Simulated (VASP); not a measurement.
# Sb2Se3 (La2O3 type) (P-3m1) in VASP: a series of runs, part 2 of 2

VASP 6.6.1.

## (4) Single point, revPBE

INCAR

```
SYSTEM = Sb2Se3
ALGO = Normal ; EDIFF = 1E-6
ENCUT = 520 ; GGA = RE
ISIF = 2 ; ISMEAR = -1
LASPH = .TRUE. ; LCHARG = .TRUE.
LELF = .TRUE. ; LREAL = .FALSE.
LVHAR = .TRUE. ; LWAVE = .FALSE.
NBANDS = 22 ; NELM = 80
PREC = Accurate ; SIGMA = 0.03
```

KPOINTS

```
k-points
0
G
  8 8 5
  0 0 0
```

POSCAR

```
Sb2Se3
1.0
    4.0694543721      0.0000000000      0.0000000000
   -2.0347271860      3.5242508658      0.0000000000
    0.0000000000      0.0000000000     10.5348044482
Sb Se
2 3
Direct
    0.3333333333      0.6666666667      0.1799456836
    0.6666666667      0.3333333333      0.8200543164
    0.0000000000      0.0000000000      0.0000000000
    0.3333333333      0.6666666667      0.6726280850
    0.6666666667      0.3333333333      0.3273719150
```

Launch:

```
cat potpaw_PBE.64/Sb/POTCAR potpaw_PBE.64/Se/POTCAR > POTCAR
mpirun -np 1 vasp_std > vasp.out
```

Wall time 4.1 min (1 thread of Intel Xeon 8259CL, shared host); peak memory 0.31 GiB.

The run converged. Its results:

- Free energy: -18.6289 eV
- Pressure: 1.0 GPa
- Largest force: 0.048 eV/Å
- Band gap on the k mesh: 0.50 eV

Forces in eV/Å, atoms in the order of the input:
```
Sb   0.000  0.000 -0.028
Sb   0.000  0.000  0.028
Se   0.000  0.000  0.000
Se   0.000  0.000 -0.048
Se   0.000  0.000  0.048
```

Levels at points of the mesh, in eV from the valence-band top:
| k point | band 11 | band 12 | band 13 | band 14 | band 15 | band 16 | band 17 | band 18 |
| --- | --- | --- | --- | --- | --- | --- | --- | --- |
| (0.00, 0.00, 0.00) | -1.40 | -1.14 | -1.14 | 0.00 | 0.50 | 1.54 | 1.54 | 2.38 |
| (0.50, 0.00, 0.00) | -2.29 | -1.72 | -1.34 | -0.45 | 1.32 | 2.32 | 2.53 | 3.12 |

Caveat: the PAW data sets were made with another functional, which shifts forces and pressure a little; spin-orbit coupling is left out, which moves the levels of the heavy elements; an odd mesh through Γ misses points on the zone boundary, where band edges can lie; this functional lacks dispersion, which binds the layers, so the pressure and a relaxed spacing across them are unreliable.

## (5) Relaxation of cell and atoms, PBE

This run uses another cell than the first one, of 22.34 Å³/atom.

INCAR

```
ALGO = Normal
EDIFF = 1E-6
EDIFFG = -0.005
ENCUT = 600
GGA = PE
IBRION = 2
ISIF = 3
ISMEAR = -1
LASPH = True
LCHARG = False
LREAL = False
LWAVE = False
NELM = 60
NSW = 100
PREC = Accurate
SIGMA = 0.03
```

KPOINTS

```
k-points
0
Gamma
  8 8 5
```

POSCAR

```
Sb2Se3
1.0
    4.3561340963      0.0000000000      0.0000000000
   -2.1780670481      3.7725227897      0.0000000000
    0.0000000000      0.0000000000      6.7955691902
Sb Se
2 3
Direct
    0.3333333333      0.6666666667      0.2450000000
    0.6666666667      0.3333333333      0.7550000000
    0.0000000000      0.0000000000      0.0000000000
    0.3333333333      0.6666666667      0.6450000000
    0.6666666667      0.3333333333      0.3550000000
```

Launch:

```
cat potpaw_PBE.64/Sb/POTCAR potpaw_PBE.64/Se/POTCAR > POTCAR
mpirun -np 1 vasp_std > vasp.out
```

Wall time 74 min (1 thread of Intel Xeon 8259CL, shared host); peak memory 0.33 GiB.

It converged, with:

```
Free energy                           : -20.0941 eV
Relaxed volume                        : 29.96 Å³/atom
Relaxed cell                          : a = 4.070 Å, b = 4.070 Å, c = 10.445 Å, α = 90.00°, β = 90.00°, γ = 120.00°
Space group after relaxing (to 0.1 Å) : P-3m1 (No. 164)
Energy gained by relaxing             : 503.7 meV/atom
Ionic steps                           : 60
Pressure after relaxing               : 0.0 GPa
Largest force after relaxing          : 0.003 eV/Å
Band gap on the k mesh                : 0.42 eV
```

Forces on the atoms (eV/Å):
```
Sb   0.000  0.000 -0.003
Sb   0.000  0.000  0.003
Se   0.000  0.000  0.000
Se   0.000  0.000 -0.003
Se   0.000  0.000  0.003
```

Step by step:
```csv
step,energy change (eV),largest force (eV/Å),pressure (GPa),volume (Å³)
1,0.0000,1.8505,19.70,111.68
3,-1.4829,0.1692,-0.23,138.89
5,-1.4893,0.1778,0.03,138.12
7,-1.5358,0.1388,0.17,136.34
9,-1.5624,0.6982,0.51,133.75
11,-1.5778,0.7767,0.51,133.50
13,-1.6271,1.1414,0.66,132.36
15,-1.7543,1.2799,0.60,132.46
17,-1.9241,1.4931,0.35,132.66
19,-2.2048,0.7430,0.60,135.61
21,-2.3854,0.5941,0.69,135.18
23,-2.4463,0.2705,-0.12,139.74
25,-2.4546,0.2037,-0.13,139.88
27,-2.4748,0.4165,0.05,140.94
29,-2.4864,0.2122,0.20,140.69
31,-2.5040,0.0224,0.42,142.45
33,-2.5093,0.0653,-0.24,145.39
35,-2.5131,0.1399,0.00,146.41
37,-2.5152,0.1017,-0.01,147.21
39,-2.5173,0.0348,0.09,148.25
41,-2.5180,0.0183,0.04,148.79
43,-2.5182,0.0046,0.02,149.16
45,-2.5182,0.0068,0.01,149.24
47,-2.5182,0.0060,0.00,149.33
49,-2.5182,0.0080,0.01,149.37
51,-2.5182,0.0251,-0.04,149.79
53,-2.5183,0.0135,-0.02,149.56
55,-2.5183,0.0062,0.03,149.61
57,-2.5183,0.0028,0.01,149.79
59,-2.5183,0.0052,-0.01,149.87
60,-2.5183,0.0034,0.00,149.81
```

Final structure:
```cif
data_structure
_symmetry_space_group_name_H-M 'P 1'
_symmetry_Int_Tables_number 1
_cell_length_a 4.0697
_cell_length_b 4.0697
_cell_length_c 10.4447
_cell_angle_alpha 90.000
_cell_angle_beta 90.000
_cell_angle_gamma 120.000
_cell_volume 149.81
loop_
_atom_site_label
_atom_site_type_symbol
_atom_site_fract_x
_atom_site_fract_y
_atom_site_fract_z
_atom_site_occupancy
Sb1 Sb 0.33333 0.66667 0.18105 1
Sb2 Sb 0.66667 0.33333 0.81895 1
Se1 Se 0.00000 0.00000 0.00000 1
Se2 Se 0.33333 0.66667 0.67016 1
Se3 Se 0.66667 0.33333 0.32984 1
```

Levels at points of the mesh, in eV from the valence-band top:
| k point | band 11 | band 12 | band 13 | band 14 | band 15 | band 16 | band 17 | band 18 |
| --- | --- | --- | --- | --- | --- | --- | --- | --- |
| (0.00, 0.00, 0.00) | -1.49 | -1.16 | -1.16 | 0.00 | 0.42 | 1.50 | 1.50 | 2.56 |
| (0.50, 0.00, 0.00) | -2.35 | -1.76 | -1.37 | -0.47 | 1.26 | 2.30 | 2.51 | 3.06 |

Caveat: the volume moved by over 15 % at a fixed basis, so the end points are rough; spin-orbit coupling is left out, which moves the levels of the heavy elements; an odd mesh through Γ misses points on the zone boundary, where band edges can lie; this functional lacks dispersion, which binds the layers, so the pressure and a relaxed spacing across them are unreliable.

## (6) Summary

| task | level | cell | cutoff (eV) | gap on the mesh (eV) | pressure (GPa) | largest force (eV/Å) |
| --- | --- | --- | --- | --- | --- | --- |
| single point | PBE | a = 4.069, b = 4.069, c = 10.535 Å, angles 90.0, 90.0, 120.0°, 5 atoms, atomic positions A | 520 | 0.46 | 0.0 | 0.02 |
| single point | revPBE | a = 4.069, b = 4.069, c = 10.535 Å, angles 90.0, 90.0, 120.0°, 5 atoms, atomic positions A | 520 | 0.50 | 1.0 | 0.05 |
| relaxation of cell and atoms | PBE | relaxed from a = 4.356, b = 4.356, c = 6.796 Å, angles 90.0, 90.0, 120.0°, 5 atoms, atomic positions B | 600 | 0.42 | 0.0 | - |

Alike in all rows: potentials or basis VASP PAW PBE potentials, release 64 (Sb, Se); no spin polarisation; k mesh 8 × 8 × 5; smearing fermi-dirac 0.03 eV.

Caveats: spin-orbit coupling is left out, which moves the levels of the heavy elements; an odd mesh through Γ misses points on the zone boundary, where band edges can lie; this functional lacks dispersion, which binds the layers, so the pressure and a relaxed spacing across them are unreliable; the PAW data sets were made with another functional, which shifts forces and pressure a little (at least some runs); the volume moved by over 15 % at a fixed basis, so the end points are rough (at least some runs).

Absolute energies hang on the potentials; compare differences alone.
